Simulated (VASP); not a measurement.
Runs of VASP 6.6.1 on CaO. The structure is that of space group P6_3/mmc (No. 194), or close to it. The cells are those of the table. 

| level | cell | k mesh | gap on the mesh (eV) | pressure (GPa) |
| --- | --- | --- | --- | --- |
| r2SCAN | a = 3.981, b = 3.981, c = 4.770 Å, angles 90.0, 90.0, 120.0°, 4 atoms | 6 × 6 × 4 | 3.61 | 1.0 |
| PBE | a = 4.043, b = 4.043, c = 4.858 Å, angles 90.0, 90.0, 120.0°, 4 atoms | 6 × 6 × 4 | (b) | -2.0 |
| r2SCAN | a = 3.981, b = 3.981, c = 4.770 Å, angles 90.0, 90.0, 120.0°, 4 atoms | 12 × 12 × 6 | 3.61 | 1.0 |
| PBE | a = 3.981, b = 3.981, c = 4.770 Å, angles 90.0, 90.0, 120.0°, 4 atoms | 12 × 12 × 6 | 3.19 | (a) |
| r2SCAN | a = 4.059, b = 4.059, c = 4.864 Å, angles 90.0, 90.0, 120.0°, 4 atoms | 6 × 6 × 4 | 3.41 | -4.1 |

Alike in all rows: task single point; potentials or basis VASP PAW PBE potentials, release 64 (Ca_sv, O); no spin polarisation; cutoff (eV) 520; smearing gaussian 0.01 eV.

Question: Fill in the values left out.

Answer: (a) 2.3; (b) 3.03.

Caveats: the structure was generated, so it needn't be the stable form of CaO; the PAW data sets were made with another functional, which shifts forces and pressure a little (at least some runs); the cell stands under tension (at least some runs).

A k mesh can miss the band edges.
